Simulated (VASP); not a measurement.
MgCd3Se4, 8 atoms in the cell. Symmetry: P6mm, No. 183, hexagonal system. Conventional cell: a = 5.134 Å, b = 5.134 Å, c = 8.548 Å, α = 90.00°, β = 90.00°, γ = 120.00°. Mg (site symmetry 6mm) has 12 Se at 2.96 to 4.05 Å and 7 Cd at 3.63 to 4.13 Å within 4.2 Å. Within 4.1 Å of Cd (site symmetry 6mm) lie 6 Se at 3.09 Å and 6 Cd at 3.60 Å and 1 Mg at 3.63 Å. Cd (site symmetry 3m) has 2 Se at 2.86 to 2.91 Å and 6 Cd at 2.96 to 3.60 Å within 3.8 Å. Within 3.7 Å of Se (site symmetry 3m) lie 4 Se at 2.78 to 2.96 Å and 4 Cd at 2.91 to 3.09 Å. Se (site symmetry 3m) has 4 Se at 2.78 to 2.96 Å and 1 Cd at 2.86 Å and 3 Mg at 2.96 Å within 3.7 Å. The cell was built from a structure type or drawn by symmetry, and may not be a known phase.

- Program: VASP 6.6.1
- Task: single point
- Functional: PBE
- Potentials or basis: VASP PAW PBE potentials, release 64 (Mg, Cd, Se)
- Cutoff: 600 eV
- k mesh: 3 × 3 × 2
- Occupations: gaussian, width 0.15 eV
- Spin: no spin polarisation
- Dipole correction: no
- Further INCAR settings: ALGO = Normal; EDIFF = 1e-06; NBANDS = 41

Potentials or basis: VASP PAW PBE potentials, release 64 (Mg, Cd, Se).

Run with:

```bash
$ cat potpaw_PBE.64/Mg/POTCAR potpaw_PBE.64/Cd/POTCAR potpaw_PBE.64/Se/POTCAR > POTCAR
$ mpirun -np 1 vasp_std > vasp.out
```

Hardware: 1 thread of Intel(R) Xeon(R) 6975P-C (Granite Rapids), on a shared host.

Estimate the wall time of this run.

Wall time 42 s on 1 thread of Intel(R) Xeon(R) 6975P-C (Granite Rapids), on a shared host, peak memory 0.36 GiB. Counts: scf iterations 14, k points 6.
